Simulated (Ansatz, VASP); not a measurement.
Ti: VASP beside Ansatz

The input INCAR:

```
  ALGO = Fast
  EDIFF = 1E-6
  ENCUT = 520
  GGA = PE
  ISIF = 2
  ISMEAR = 0
  LASPH = True
  LCHARG = True
  LELF = True
  LREAL = False
  LVHAR = True
  LWAVE = False
  NBANDS = 19
  NELM = 60
  PREC = Accurate
  SIGMA = 0.15
```

The input KPOINTS:

```
k-points
0
Gamma
  18 18 10
```

Contents of POSCAR:

```
Ti
1.0
    3.0384977962      0.0000000000      0.0000000000
   -1.5192488981      2.6314162809      0.0000000000
    0.0000000000      0.0000000000      4.7562900000
Ti
2
Direct
    0.3333333333      0.6666666667      0.2500000000
    0.6666666667      0.3333333333      0.7500000000
```

Input for Ansatz:

```yaml
crystal:
  lattice:
    - [3.0384977962, 0.0, 0.0]
    - [-1.5192488981, 2.6314162809, 0.0]
    - [0.0, 0.0, 4.75629]
  atoms:
    - { symbol: Ti, position: [0.3333333333, 0.6666666667, 0.25] }
    - { symbol: Ti, position: [0.6666666667, 0.3333333333, 0.75] }
basis:
  ecutwfc: 420
kpoints:
  mp_grid: { grid: [18, 18, 10] }
hamiltonian:
  xc: pbe
scf:
  occupations: { method: gaussian, width: 0.15 }
output:
  forces: true
  stress: true
  eigenvalues: true
```

Change from the starting cell: strain +0.030 along x and y, +0.015 along z, atoms carried along.

Alike in both runs: task single point; functional PBE; k mesh 18 × 18 × 10; occupations gaussian, width 0.15 eV; no spin polarisation.

```csv
,VASP,Ansatz
version,VASP 6.6.1,Ansatz 0.2.0
potentials or method,"VASP PAW PBE potentials, release 64 (Ti_sv), cutoff 520 eV","scalar-relativistic, plane waves, PAW"
valence electrons in the cell,24,24
```

|  | VASP | Ansatz | Ansatz less VASP |
| --- | --- | --- | --- |
| gap on the k mesh at the Fermi level (eV) | none | none | - |
| pressure (GPa) | -8.7 | -8.4 | +0.27 |
| traceless stress, the component that is largest in VASP (GPa) | 0.58 | 0.57 | -0.002 |

A gap of «none» marks a metal or a gap that the smearing closes. The functional is the same, so the differences come from potentials, cutoffs and numerics.
